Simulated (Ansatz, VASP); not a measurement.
## AgCl in VASP and in Ansatz

```
Ag Cl
1.0
    -0.04631    2.77318    2.77318
     2.77318   -0.04631    2.77318
     2.72687    2.72687    0.00000
Ag Cl
1 1
Direct
  0.00000 0.00000 0.00000
  0.50000 0.50000 0.50000
```

Change from the starting cell: shear_xy strain -3.3%.

Alike in both runs: task single point; functional r2SCAN; k mesh 8 × 8 × 8; no spin polarisation.

|  | VASP | Ansatz |
| --- | --- | --- |
| version | VASP 6.6.1 | Ansatz 0.2.0 |
| potentials or method | VASP PAW PBE potentials, release 64 (Ag, Cl) | plane waves, PAW |
| plane-wave cutoff (eV) | 520 | 500 |
| occupations | gaussian, width 0.01 eV | fixed |
| valence electrons in the cell | 18 | 26 |

```tsv
	VASP	Ansatz	Ansatz less VASP
gap on the k mesh at the Fermi level (eV)	1.39	1.44	+0.053
pressure (GPa)	-0.1	0.0	+0.08
traceless stress, the component that is largest in VASP (GPa)	0.18	0.19	+0.007
```

VASP's potentials were made for PBE, not for r2SCAN. VASP's potentials hold 18 valence electrons a cell and Ansatz's 26, so a difference there can come from the potentials and not from the codes.
